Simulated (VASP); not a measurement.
A run of VASP 6.6.1 is set up as follows.

Contents of INCAR:

```
SYSTEM = AgBr
PREC = Accurate
ENCUT = 500
EDIFF = 1E-6
ISMEAR = -1
SIGMA = 0.05
LREAL = .False.
LASPH = .True.
NELM = 120
ALGO = Normal
ISIF = 2
LWAVE = .False.
LCHARG = .False.
GGA = RP
IVDW = 13
NBANDS = 16
GGA_COMPAT = .False.
```

The input KPOINTS:

```
regular mesh
0
Gamma
  8 8 8
  0 0 0
```

Contents of POSCAR:

```
AgBr
1.0
    0.0000000000      2.9079194629      2.9079194629
    2.9079194629      0.0000000000      2.9079194629
    2.9079194629      2.9079194629      0.0000000000
Ag Br
1 1
Direct
    0.0000000000      0.0000000000      0.0000000000
    0.5000000000      0.5000000000      0.5000000000
```

Potentials or basis: VASP PAW PBE potentials, release 64 (Ag, Br).

The run is started by

```sh
$ cat potpaw_PBE.64/Ag/POTCAR potpaw_PBE.64/Br/POTCAR > POTCAR
$ mpirun -np 1 vasp_std > vasp.out
```

Q: What does it give for the dispersion energy per atom?

A: -0.712 eV.

Q: Predict the band gap on the k mesh.

A: 0.85 eV, indirect (least direct gap 2.65 eV).

Q: What does it give for the pressure?

A: -1.8 GPa.

Caveat: the PAW data sets were made with another functional, which shifts forces and pressure a little. A k mesh can miss the band edges.
